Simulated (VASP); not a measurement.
The system is TaN.

```
Ta N
1.0
     0.00000    2.17900    2.17900
     2.17900    0.00000    2.17900
     2.17900    2.17900    0.00000
Ta N
1 1
Direct
  0.50000 0.50000 0.50000
  0.00000 0.00000 0.00000
```

Base run:

| Item | Value |
| --- | --- |
| Program | VASP 6.6.1 |
| Functional | PBE |
| Potentials or basis | VASP PAW PBE potentials, release 64 (Ta_sv_GW, N) |
| Cutoff | 600 eV |
| k mesh | 18 × 18 × 18 |
| Occupations | gaussian, width 0.15 eV |
| Spin | no spin polarisation |

Its results: band gap on the k mesh zero (band 9 reaches 16.24 eV, above the bottom of band 10 at 12.07 eV); pressure 14.6 GPa.

Problem. The run is repeated on the same cell with these changes: potentials or basis from VASP PAW PBE potentials, release 64 (Ta_sv_GW, N) to VASP PAW PBE potentials, release 64 (Ta_pv, N); cutoff from 600 eV to 520 eV; further incar settings from ALGO = Normal; EDIFF = 1e-06; NBANDS = 16 to ALGO = Normal; EDIFF = 1e-07; NBANDS = 15; valence electrons from 18 to 16. What comes out?

Solution. Band gap on the k mesh zero (band 8 reaches 11.85 eV, above the bottom of band 9 at 7.68 eV); pressure 15.5 GPa.

Caveats: spin-orbit coupling is left out, which moves the levels of the heavy elements.
